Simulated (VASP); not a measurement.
Input of a VASP 6.6.1 run:

INCAR

```
PREC     = Accurate       # precision mode
ENCUT    = 520            # plane-wave cutoff, eV
EDIFF    = 1E-7           # SCF threshold, eV
ISMEAR   = 0              # smearing method
SIGMA    = 0.1            # smearing width, eV
LREAL    = False          # projectors in reciprocal space
LASPH    = True           # aspherical terms in the spheres
NELM     = 80             # most SCF steps
ALGO     = Normal         # electronic algorithm
ISIF     = 2              # what is computed and relaxed
LWAVE    = False          # write WAVECAR
LCHARG   = False          # write CHGCAR
GGA      = PE             # functional
NBANDS   = 32             # bands
```

File KPOINTS:

```
Automatic mesh
0
Gamma
  3 3 4
```

The input POSCAR:

```
SrSi3
1.0
    6.0864721120      0.0000000000      0.0000000000
   -3.0432360560      5.2710394684      0.0000000000
    0.0000000000      0.0000000000      4.8853329658
Sr Si
2 6
Direct
    0.3333333333      0.6666666667      0.2500000000
    0.6666666667      0.3333333333      0.7500000000
    0.8330000000      0.6660000000      0.2500000000
    0.1670000000      0.8330000000      0.7500000000
    0.3340000000      0.1670000000      0.2500000000
    0.1670000000      0.3340000000      0.7500000000
    0.8330000000      0.1670000000      0.2500000000
    0.6660000000      0.8330000000      0.7500000000
```

Potentials or basis: VASP PAW PBE potentials, release 64 (Sr_sv, Si).

Launch:

```sh
$ cat potpaw_PBE.64/Sr_sv/POTCAR potpaw_PBE.64/Si/POTCAR > POTCAR
$ mpirun -np 1 vasp_std > vasp.out
```

What does it give for the pressure?

2.0 GPa.

Predict the largest force.

1.603 eV/Å.

Estimate the band gap on the k mesh.

zero (band 22 reaches 7.79 eV, above the bottom of band 23 at 5.85 eV).

Stress tensor (GPa, compression positive):
```
1.52 0.00 0.00
0.00 1.52 0.00
0.00 0.00 2.86
```

Caveat: the k points lie up to 0.40 Å⁻¹ apart; forces of over 1 eV/Å act on the atoms, so gaps and moduli don't describe the material at rest.
